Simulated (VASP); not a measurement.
Input of a VASP 6.6.1 run:

INCAR

```
PREC = Accurate
ENCUT = 520
EDIFF = 1E-7
ISMEAR = 0
SIGMA = 0.1
LREAL = F
LASPH = T
NELM = 100
ALGO = Normal
ISIF = 2
LWAVE = F
LCHARG = F
LDIPOL = T
IDIPOL = 3
DIPOL = 0.5 0.5 0.313
GGA = PE
NBANDS = 25
```

KPOINTS

```
Automatic mesh
0
Gamma
  9 3 1
```

Contents of POSCAR:

```
Al9H
1.0
    2.8543223330      0.0000000000      0.0000000000
   -1.4271611665      9.7033329366      0.0000000000
    0.0000000000      0.0000000000     21.7902708969
Al H
9 1
Direct
    0.5324485604      0.0648971207      0.1835681630
    0.6709687938      0.3419375876      0.2292758741
    0.2986728405      0.5973456810      0.2384174163
    0.9263768872      0.8527537744      0.2475589585
    0.0639738222      0.1277383808      0.2937147080
    0.1995905480      0.4042696935      0.3452583266
    0.8288544886      0.6597110299      0.3524478004
    0.4526361687      0.9111292155      0.3607640453
    0.5925232094      0.1814597089      0.4034034702
    1.0925232094      0.6814597089      0.4800431783
```

Potentials or basis: VASP PAW PBE potentials, release 64 (Al, H).

The run is started by

```bash
$ cat potpaw_PBE.64/Al/POTCAR potpaw_PBE.64/H/POTCAR > POTCAR
$ mpirun -np 1 vasp_std > vasp.out
```

(1) Predict the largest force.

(2) What does it give for the band gap on the k mesh?

## Answers

(1) 0.874 eV/Å.

(2) zero (bands 14 and 15 overlap by 0.95 eV).
